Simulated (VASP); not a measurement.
A run of VASP 6.6.1:

File INCAR:

```
  ALGO = Normal
  EDIFF = 1E-6
  ENCUT = 500
  GGA = PS
  GGA_COMPAT = False
  ISIF = 2
  ISMEAR = -1
  LASPH = True
  LCHARG = False
  LREAL = False
  LWAVE = False
  NBANDS = 8
  NELM = 120
  PREC = Accurate
  SIGMA = 0.05
```

The input KPOINTS:

```
k-points
0
Gamma
  10 10 10
```

Contents of POSCAR:

```
Sb
1.0
    0.0000000000      2.3478799566      2.4186673720
    2.3478799566      0.0000000000      2.4186673720
    2.3478799566      2.3478799566      0.0000000000
Sb
1
Direct
    0.0000000000      0.0000000000      0.0000000000
```

Potentials or basis: VASP PAW PBE potentials, release 64 (Sb).

Run with:

```sh
$ cat potpaw_PBE.64/Sb/POTCAR > POTCAR
$ mpirun -np 1 vasp_std > vasp.out
```

Hardware: 1 thread of Intel(R) Xeon(R) Platinum 8375C CPU @ 2.90GHz (Ice Lake), with other jobs on the host.

Problem. Estimate the wall time of this run.

Solution. It took 13 s on 1 thread of Intel(R) Xeon(R) Platinum 8375C CPU @ 2.90GHz (Ice Lake), on a shared host, peak memory 0.15 GiB. Counts: scf iterations 9, k points 102.
